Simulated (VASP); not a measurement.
A run of VASP 6.6.1:

File INCAR:

```
  ALGO = Normal
  EDIFF = 1E-6
  ENCUT = 520
  GGA = PE
  ISIF = 2
  ISMEAR = 0
  LASPH = T
  LCHARG = F
  LREAL = Auto
  LWAVE = F
  NBANDS = 90
  NELECT = 136.0
  NELM = 100
  PREC = Accurate
  SIGMA = 0.01
```

The input KPOINTS:

```
Automatic mesh
0
Gamma
  1 1 1
  0.25 0.25 0.25
```

The input POSCAR:

```
Al16GeN15
1.0
    6.2595139092      0.0000000618      0.0000000000
   -3.1297570081      5.4208980298      0.0000000000
    0.0000000000      0.0000000000     10.0348065900
Al N Ge
16 15 1
Direct
    0.3365027521      0.1606431354      0.2498647620
    0.1576777036      0.3393002229      0.5017066783
    0.3269940979      0.1716795798      0.7514965399
    0.1671305898      0.3290878017      1.0061098698
    0.3364607241      0.6612181353      0.2564040634
    0.1829766987      0.8630968617      0.5074027981
    0.3257239581      0.6612378937      0.7545608725
    0.1888844209      0.8396416378      0.9907154117
    0.8363957568      0.1613001479      0.2560916408
    0.6341182996      0.3136790511      0.5069630972
    0.8362980536      0.1714063071      0.7545667266
    0.6570963223      0.3081987098      0.9907381634
    0.8567686071      0.6405587273      0.1785798107
    0.6381140341      0.8583942578      0.5235822223
    0.8294804138      0.6692117650      0.7545975285
    0.6656259062      0.8301610467      0.9999482450
    0.3209805539      0.1759577913      0.4382821502
    0.1703811575      0.3274322960      0.1951893426
    0.3293212824      0.1676575280      0.9369820135
    0.1632666438      0.3338449987      0.6903915529
    0.3180332986      0.6769304233      0.4462086916
    0.1996498007      0.8360956430      0.1754324404
    0.3356413186      0.6577056653      0.9411128847
    0.1645977235      0.8347906399      0.6961865454
    0.8199053155      0.1780932411      0.4458487434
    0.6608746052      0.2977290935      0.1754648384
    0.8375565918      0.1600545454      0.9414736328
    0.6648684090      0.3346820455      0.6959891219
    0.6808341919      0.8178457179      0.2015964542
    0.8361069763      0.6606242887      0.9525198728
    0.6611175725      0.8360790317      0.7052094323
    0.8104311952      0.6867460871      0.4001553449
```

Potentials or basis: VASP PAW PBE potentials, release 64 (Al, N, Ge_d).

Command:

```console
$ cat potpaw_PBE.64/Al/POTCAR potpaw_PBE.64/N/POTCAR potpaw_PBE.64/Ge_d/POTCAR > POTCAR
$ mpirun -np 1 vasp_std > vasp.out
```

Hardware: 1 thread of Intel(R) Xeon(R) Platinum 8488C (Sapphire Rapids), with other jobs on the host.

Question: How long does it take, and how much memory?

Answer: It took 5.1 min on 1 thread of Intel(R) Xeon(R) Platinum 8488C (Sapphire Rapids), with other jobs on the host, peak memory 0.48 GiB. Counts: scf iterations 16, k points 6.
